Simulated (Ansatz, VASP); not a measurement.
## TiC: VASP beside Ansatz

The input INCAR:

```
SYSTEM = TiC
ALGO = Normal
EDIFF = 1E-6
ENCUT = 520
GGA = PE
ISIF = 2
ISMEAR = 0
LASPH = .TRUE.
LCHARG = .TRUE.
LELF = .TRUE.
LREAL = .FALSE.
LVHAR = .TRUE.
LWAVE = .FALSE.
NBANDS = 15
NELM = 60
PREC = Accurate
SIGMA = 0.15
```

File KPOINTS:

```
k-points
0
G
  26 26 26
  0 0 0
```

The input POSCAR:

```
TiC
1.0
    0.0000000000      2.0387183494      2.4464620192
    2.0387183494      0.0000000000      2.4464620192
    2.0387183494      2.0387183494      0.0000000000
Ti C
1 1
Direct
    0.0000000000      0.0000000000      0.0000000000
    0.5000000000      0.5000000000      0.5000000000
```

Input for Ansatz:

```yaml
crystal:
  lattice:
    - [0.0, 2.0387183494, 2.4464620192]
    - [2.0387183494, 0.0, 2.4464620192]
    - [2.0387183494, 2.0387183494, 0.0]
  atoms:
    - { symbol: Ti, position: [0.0, 0.0, 0.0] }
    - { symbol: C, position: [0.5, 0.5, 0.5] }
basis:
  ecutwfc: 420
kpoints:
  mp_grid: { grid: [26, 26, 26] }
hamiltonian:
  xc: pbe
scf:
  occupations: { method: gaussian, width: 0.15 }
output:
  forces: true
  stress: true
  eigenvalues: true
```

Alike in both runs: task single point; functional PBE; k mesh 26 × 26 × 26; occupations gaussian, width 0.15 eV; no spin polarisation.

```csv
,VASP,Ansatz
version,VASP 6.6.1,Ansatz 0.2.0
potentials or method,"VASP PAW PBE potentials, release 64 (Ti_sv, C), cutoff 520 eV","scalar-relativistic, plane waves, PAW"
valence electrons in the cell,16,16
```

Ansatz gave:

| Quantity | Value |
| --- | --- |
| gap on the k mesh at the Fermi level (eV) | none |
| pressure (GPa) | 15.2 |
| traceless stress, the component that is largest in VASP (GPa) | -41.27 |

Problem. Which values does VASP return?

Solution. gap on the k mesh at the Fermi level (eV): none; pressure (GPa): 15.3; traceless stress, the component that is largest in VASP (GPa): -41.56.

A gap of «none» marks a metal or a gap that the smearing closes. With one functional, cell and mesh, what is left measures potentials, basis and numerics.
